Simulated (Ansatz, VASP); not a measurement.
## One calculation of KCl, two programs

POSCAR

```
KCl
1.0
    0.0000000000      3.5072828324      3.4676505364
    3.5072828324      0.0000000000      3.4676505364
    3.5072828324      3.5072828324      0.0000000000
K Cl
1 1
Direct
    0.0000000000      0.0000000000      0.0000000000
    0.2500000000      0.2500000000      0.2500000000
```

INCAR.step1

```
ALGO = Normal
EDIFF = 1E-5
ENCUT = 520
GGA = PE
ISIF = 2
ISMEAR = 0
LASPH = T
LREAL = F
LWAVE = T
NBANDS = 15
NELM = 100
PREC = Accurate
SIGMA = 0.01
```

The input INCAR.step2:

```
ALGO = Normal
EDIFF = 1E-7
ENCUT = 520
GGA = PE
HFSCREEN = 0.2079
ISIF = 2
ISMEAR = 0
ISTART = 1
LASPH = T
LCHARG = T
LELF = T
LHFCALC = T
LREAL = F
LVHAR = T
LWAVE = F
NBANDS = 15
NELM = 100
PREC = Accurate
PRECFOCK = Normal
SIGMA = 0.01
```

Contents of KPOINTS:

```
k-points
0
Gamma
  4 4 4
```

Input for Ansatz:

```yaml
crystal:
  lattice:
    - [0.0, 3.5072828324, 3.4676505364]
    - [3.5072828324, 0.0, 3.4676505364]
    - [3.5072828324, 3.5072828324, 0.0]
  atoms:
    - { symbol: K, position: [0.0, 0.0, 0.0] }
    - { symbol: Cl, position: [0.25, 0.25, 0.25] }
kpoints:
  mp_grid: { grid: [4, 4, 4] }
  band_path:
    path:
      - [0.0, 0.0, 0.0]
      - [-0.5, -0.5, 0.0]
      - [-0.375, -0.375, 0.25]
      - [-0.375, 0.0, 0.375]
      - [0.0, 0.0, 0.5]
      - [-0.5, -0.25, 0.25]
      - [0.0, 0.5, 0.5]
    npoints: 1
hamiltonian:
  xc: hse06
scf:
  occupations: { method: fixed }
  n_extra_bands: 4
output:
  forces: true
  stress: true
  eigenvalues: true
  write_density: true
  write_potential: true
  elf: true
  volumetric_format: npy
```

Change from the starting cell: uniaxial_z strain -1.1%.

Alike in both runs: task single point; functional HSE06; k mesh 4 × 4 × 4; no spin polarisation.

|  | VASP | Ansatz |
| --- | --- | --- |
| version | VASP 6.6.1 | Ansatz 0.2.0 |
| potentials or method | VASP PAW PBE potentials, release 64 (K_sv, Cl) | plane waves, PAW |
| plane-wave cutoff (eV) | 520 | 420 |
| occupations | gaussian, width 0.01 eV | fixed |
| valence electrons in the cell | 16 | 16 |

|  | VASP | Ansatz | Ansatz less VASP |
| --- | --- | --- | --- |
| gap on the k mesh at the Fermi level (eV) | 6.04 | 6.04 | +0.002 |
| pressure (GPa) | 0.3 | 0.3 | -0.02 |

Ansatz's warnings: stress exchange threshold loose, stress scf threshold loose, xc potential rough in thin density.
